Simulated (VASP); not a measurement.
# BaS (Fm-3m) in VASP: notebook

BaS is run at these levels: PBE; tasks: single point.

Everything below comes from runs of VASP 6.6.1. Logs are shortened: lines on timing, memory, paths and dates and some standing lists are left out, and cuts for length are marked.

**1. The cell of the first run**

The structure is cubic, space group Fm-3m (No. 225). Conventional cell: a = 6.388 Å, b = 6.388 Å, c = 6.388 Å, α = 90.00°, β = 90.00°, γ = 90.00°. Ba (site symmetry m-3m) has 6 S at 3.19 Å within 4.2 Å. Within 4.2 Å of S (site symmetry m-3m) lie 6 Ba at 3.19 Å.

**2. Single point, PBE**

The input, INCAR:

```
SYSTEM = BaS
ALGO     = Normal         ! electronic algorithm
EDIFF    = 1E-6           ! SCF threshold, eV
ENCUT    = 500            ! plane-wave cutoff, eV
GGA      = PE             ! functional
GGA_COMPAT= .False.      
ISIF     = 2              ! what is computed and relaxed
ISMEAR   = 0              ! smearing method
LASPH    = .True.         ! aspherical terms in the spheres
LCHARG   = .False.        ! write CHGCAR
LREAL    = .False.        ! projectors in reciprocal space
LWAVE    = .False.        ! write WAVECAR
NBANDS   = 15             ! bands
NELM     = 120            ! most SCF steps
PREC     = Accurate       ! precision mode
SIGMA    = 0.01           ! smearing width, eV
```

The input, KPOINTS:

```
k-points
0
Gamma
  2 2 2
  0 0 0
```

The input, POSCAR:

```
BaS
1.0
    0.0000000000      3.1937500000      3.1937500000
    3.1937500000      0.0000000000      3.1937500000
    3.1937500000      3.1937500000      0.0000000000
Ba S
1 1
Direct
    0.0000000000      0.0000000000      0.0000000000
    0.5000000000      0.5000000000      0.5000000000
```

Potentials or basis: VASP PAW PBE potentials, release 64 (Ba_sv, S).

Run with:

```sh
$ cat potpaw_PBE.64/Ba_sv/POTCAR potpaw_PBE.64/S/POTCAR > POTCAR
$ mpirun -np 1 vasp_std > vasp.out
```

OUTCAR:

```text
SYSTEM = BaS
   EDIFF = 1E-6
   ENCUT = 500
   GGA = PE
   ISIF = 2
   ISMEAR = 0
   LASPH = .True.
   LREAL = .False.
   NELM = 120
   PREC = Accurate

 ion  position               nearest neighbor table
   1  0.000  0.000  0.000-   2 3.19   2 3.19   2 3.19   2 3.19   2 3.19   2 3.19
   2  0.500  0.500  0.500-   1 3.19   1 3.19   1 3.19   1 3.19   1 3.19   1 3.19

  LATTYP: Found a face centered cubic cell.
 ALAT       =     6.3875000000

  Lattice vectors:

 A1 = (   0.0000000000,   3.1937500000,   3.1937500000)
 A2 = (   3.1937500000,   0.0000000000,   3.1937500000)
 A3 = (   3.1937500000,   3.1937500000,   0.0000000000)

Analysis of symmetry for initial positions (statically):
=====================================================================
 Subroutine PRICEL returns:
 Original cell was already a primitive cell.

 Routine SETGRP: Setting up the symmetry group for a
 face centered cubic supercell.

 Subroutine GETGRP returns: Found 48 space group operations
 (whereof 48 operations were pure point group operations)
 out of a pool of 48 trial point group operations.

The static configuration has the point symmetry O_h .

Analysis of symmetry for dynamics (positions and initial velocities):
=====================================================================
 Subroutine PRICEL returns:
 Original cell was already a primitive cell.

 Routine SETGRP: Setting up the symmetry group for a
 face centered cubic supercell.

 Subroutine GETGRP returns: Found 48 space group operations
 (whereof 48 operations were pure point group operations)
 out of a pool of 48 trial point group operations.

The dynamic configuration has the point symmetry O_h .

 Subroutine INISYM returns: Found 48 space group operations
 (whereof 48 operations are pure point group operations),
 and found     1 'primitive' translations

----------------------------------------------------------------------------------------

                                     Primitive cell

  volume of cell :      65.1527

  direct lattice vectors                    reciprocal lattice vectors
     0.000000000  3.193750000  3.193750000    -0.156555773  0.156555773  0.156555773
     3.193750000  0.000000000  3.193750000     0.156555773 -0.156555773  0.156555773
     3.193750000  3.193750000  0.000000000     0.156555773  0.156555773 -0.156555773

  length of vectors
     4.516644565  4.516644565  4.516644565     0.271162553  0.271162553  0.271162553

  position of ions in fractional coordinates (direct lattice)
     0.000000000  0.000000000  0.000000000
     0.500000000  0.500000000  0.500000000

  ion indices of the primitive-cell ions
   primitive index   ion index
                 1           1
                 2           2

----------------------------------------------------------------------------------------

 KPOINTS: k-points

Automatic generation of k-mesh.
 Grid dimensions read from file:
 generate k-points for:    2    2    2

 Generating k-lattice:

  Cartesian coordinates                     Fractional coordinates (reciprocal lattice)
    -0.078277886  0.078277886  0.078277886     0.500000000  0.000000000  0.000000000
     0.078277886 -0.078277886  0.078277886     0.000000000  0.500000000  0.000000000
     0.078277886  0.078277886 -0.078277886     0.000000000  0.000000000  0.500000000

  Length of vectors
     0.135581277  0.135581277  0.135581277

  Shift w.r.t. Gamma in fractional coordinates (k-lattice)
     0.000000000  0.000000000  0.000000000

 Subroutine IBZKPT returns following result:
 ===========================================

 Found      3 irreducible k-points:

 Following reciprocal coordinates:
            Coordinates               Weight
  0.000000  0.000000  0.000000      1.000000
  0.500000  0.000000  0.000000      4.000000
  0.500000  0.500000  0.000000      3.000000
   k-points           NKPTS =      3   k-points in BZ     NKDIM =      3   number of bands    NBANDS=     15
   number of dos      NEDOS =    301   number of ions     NIONS =      2
   total plane-waves  NPLWV =  46656
   dimension x,y,z NGX =    36 NGY =   36 NGZ =   36
   dimension x,y,z NGXF=    72 NGYF=   72 NGZF=   72
   ions per type =               1   1
   NGX,Y,Z   is equivalent  to a cutoff of  13.25, 13.25, 13.25 a.u.
   NGXF,Y,Z  is equivalent  to a cutoff of  26.50, 26.50, 26.50 a.u.
 SYSTEM =  BaS
   PREC   = accura    normal or accurate (medium, high low for compatibility)
   ISTART =      0    job   : 0-new  1-cont  2-samecut
   ICHARG =      2    charge: 1-file 2-atom 10-const
   ISPIN  =      1    spin polarized calculation?
   LNONCOLLINEAR =      F non collinear calculations
   LSORBIT =      F    spin-orbit coupling
   LASPH  =      T    aspherical Exc in radial PAW
   ENCUT  =  500.0 eV  36.75 Ry    6.06 a.u.   8.23  8.23  8.23*2*pi/ulx,y,z
   NELM   =    120;   NELMIN=  2; NELMDL= -5     # of ELM steps
   EDIFF  = 0.1E-05   stopping-criterion for ELM
   LREAL  =      F    real-space projection
   EDIFFG = 0.1E-04   stopping-criterion for IOM
   NSW    =      0    number of steps for IOM
   IBRION =     -1    ionic relax: 0-MD 1-quasi-New 2-CG
   NFREE  =      0    steps in history (QN), initial steepest desc. (CG)
   ISIF   =      2    stress and relaxation
   ISYM   =      2    0-nonsym 1-usesym 2-fastsym
   POTIM  = 0.5000    time-step for ionic-motion
   TEBEG  =    0.0;   TEEND  =   0.0 temperature during run
   PSTRESS=    0.0 pullay stress
   NELECT =      16.0000    total number of electrons
   NUPDOWN=      -1.0000    fix difference up-down
   EMIN   =  10.00;   EMAX   =-10.00  energy-range for DOS
   EFERMI =   0.00;   METHOD = LEGACY
   ISMEAR =     0;   SIGMA  =   0.01  broadening in eV -4-tet -1-fermi 0-gaus
   EFERMI_NEDOS =   21; number of points for ismear=-14 and -15
   IALGO  =     38    algorithm
   IMIX   =      4    mixing-type and parameters
     AMIX     =   0.40;   BMIX     =  1.00
     AMIX_MAG =   1.60;   BMIX_MAG =  1.00
  volume/ion in A,a.u.               =      32.58       219.84
  Fermi-wavevector in a.u.,A,eV,Ry     =   1.025189  1.937326 14.299891  1.051012
  Thomas-Fermi vector in A             =   2.159016
   LORBIT       =      0    0 simple, 1 ext, 2 COOP (PROOUT), +10 PAW based schemes
   GGA     = PE    functional components
   LHFCALC =     F    Hartree Fock is set to
   AEXX    =    0.0000 exact exchange contribution
   IVDW    =     0    specifies the selected vdW correction
   LEPSILON=     F    determine dielectric tensor
   LRPA    =     F    only Hartree local field effects (RPA)
 non-spin polarized calculation
 Gauss-broadening in eV      SIGMA  =   0.01
  energy-cutoff  :      500.00
  volume of cell :       65.15
 maximum number of plane-waves:      1676
 NGX is ok and might be reduce to    36
   NGX = 17   NGY = 17   NGZ = 17

 number of electron      16.0000001 magnetization

 Free energy of the ion-electron system (eV)
  ---------------------------------------------------
  ext. energy  EPLUGINS =         0.00000000
  ---------------------------------------------------
  free energy    TOTEN  =        -9.88710232 eV

  energy without entropy =       -9.88710232  energy(sigma->0) =       -9.88710232

 E-fermi :   1.6997     XC(G=0):  -8.5809

 val. band max:        1.6421021451   @ k =   0.0000   0.0000   0.0000
 cond. band min:       3.5847857409   @ k =   0.5000   0.5000   0.0000
 fundamental gap:      1.9426835958
 Fermi energy:         1.6996894610

 k-point     1 :       0.0000    0.0000    0.0000
  band No.  band energies     occupation
      1     -24.7004      2.00000
      2      -9.7468      2.00000
      3      -9.7468      2.00000
      4      -9.7468      2.00000
      5      -8.6846      2.00000
      6       1.6421      2.00000
      7       1.6421      2.00000
      8       1.6421      2.00000
      9       5.1363      0.00000
     10       5.3251      0.00000
     11       5.3251      0.00000
     12       5.3251      0.00000
     13       6.2544      0.00000
     14       6.2544      0.00000
     15      10.2637      0.00000

 k-point     2 :       0.5000    0.0000    0.0000
  band No.  band energies     occupation
      1     -24.6565      2.00000
      2     -10.8010      2.00000
      3      -9.7855      2.00000
      4      -9.7855      2.00000
      5      -7.5118      2.00000
      6      -0.3533      2.00000
      7       0.5187      2.00000
      8       0.5187      2.00000
      9       7.0572      0.00000
     10       7.2120      0.00000
     11       7.7455      0.00000
     12       7.7455      0.00000
     13      10.4094      0.00000
     14      10.4095      0.00000
     15      10.4880      0.00000

 k-point     3 :       0.5000    0.5000    0.0000
  band No.  band energies     occupation
      1     -24.6435      2.00000
      2     -10.2211      2.00000
      3      -9.9342      2.00000
      4      -9.9342      2.00000
      5      -8.5865      2.00000
      6       1.0800      2.00000
      7       1.4925      2.00000
      8       1.4925      2.00000
      9       3.5848      0.00000
     10       7.3876      0.00000
     11       7.5133      0.00000
     12       8.9026      0.00000
     13       8.9026      0.00000
     14       9.1176      0.00000
     15      10.1351      0.00000

------------------------ aborting loop because EDIFF is reached ----------------------------------------

  FORCE on cell =-STRESS in cart. coord.  units (eV):
  Direction    XX          YY          ZZ          XY          YZ          ZX
  --------------------------------------------------------------------------------------
  -------------------------------------------------------------------------------------
  Total        1.1143036      1.1143036      1.1143036      0.0000000      0.0000000      0.0000000
  in kB       27.4019442     27.4019442     27.4019442      0.0000000      0.0000000      0.0000000
  external PRESSURE =      27.4019442 kB  Pullay stress =       0.0000000 kB

 VOLUME and BASIS-vectors are now :
 -----------------------------------------------------------------------------
  energy-cutoff  :      500.00
  volume of cell :       65.15
      direct lattice vectors                 reciprocal lattice vectors
     0.000000000  3.193750000  3.193750000    -0.156555773  0.156555773  0.156555773
     3.193750000  0.000000000  3.193750000     0.156555773 -0.156555773  0.156555773
     3.193750000  3.193750000  0.000000000     0.156555773  0.156555773 -0.156555773

 POSITION                                       TOTAL-FORCE (eV/Angst)
 -----------------------------------------------------------------------------------
      0.00000      0.00000      0.00000        -0.000000      0.000000     -0.000000
      3.19375      3.19375      3.19375         0.000000     -0.000000      0.000000
 -----------------------------------------------------------------------------------
    total drift:                                0.000000      0.000000      0.000000

  FREE ENERGIE OF THE ION-ELECTRON SYSTEM (eV)
  ---------------------------------------------------
  free  energy   TOTEN  =        -9.8871023217 eV

  energy  without entropy=       -9.8871023217  energy(sigma->0) =       -9.88710232
```

Wall time 3.1 s (1 thread of AMD EPYC 9R45 (Zen 5), shared host); peak memory 0.16 GiB.

What came out:

| Property | Result |
| --- | --- |
| Free energy | -9.8871 eV |
| Pressure | 2.7 GPa |
| Band gap on the k mesh | 1.94 eV (least direct gap 2.09 eV) |

Caveat: the k points lie up to 0.85 Å⁻¹ apart, too coarse for converged energies, forces and pressures; spin-orbit coupling is left out, which moves the levels of the heavy elements. PBE gaps usually lie below the measured ones, often by a third to a half.

**3. Single point, PBE**

The input, INCAR:

```
SYSTEM = BaS
ALGO = Normal ; EDIFF = 1E-6
ENCUT = 500 ; GGA = PE
GGA_COMPAT = .FALSE. ; ISIF = 2
ISMEAR = 0 ; LASPH = .TRUE.
LCHARG = .TRUE. ; LELF = .TRUE.
LREAL = .FALSE. ; LVHAR = .TRUE.
LWAVE = .FALSE. ; NBANDS = 15
NELM = 120 ; PREC = Accurate
SIGMA = 0.01
```

The input, KPOINTS:

```
k-points
0
G
  8 8 8
  0 0 0
```

POSCAR is that of step 2.

Potentials or basis: VASP PAW PBE potentials, release 64 (Ba_sv, S).

Run with:

```sh
$ cat potpaw_PBE.64/Ba_sv/POTCAR potpaw_PBE.64/S/POTCAR > POTCAR
$ mpirun -np 1 vasp_std > vasp.out
```

Run time: 14 s. Hardware: 1 thread of AMD EPYC 9R45 (Zen 5), shared host; peak memory 0.18 GiB.

Results (log left out):

| Item | Value |
| --- | --- |
| Free energy | -10.1846 eV |
| Pressure | 1.4 GPa |
| Band gap on the k mesh | 2.11 eV (least direct gap 2.24 eV) |

Levels at points of the mesh, in eV from the valence-band top:
| k point | band 6 | band 7 | band 8 | band 9 | band 10 | band 11 |
| --- | --- | --- | --- | --- | --- | --- |
| (0.00, 0.00, 0.00) | 0.00 | 0.00 | 0.00 | 3.60 | 3.87 | 3.87 |
| (0.50, 0.00, 0.00) | -1.94 | -1.09 | -1.09 | 5.54 | 5.69 | 6.31 |
| (0.50, 0.50, 0.00) | -0.52 | -0.14 | -0.14 | 2.11 | 5.93 | 6.03 |

Caveat: spin-orbit coupling is left out, which moves the levels of the heavy elements. A k mesh can miss the band edges.
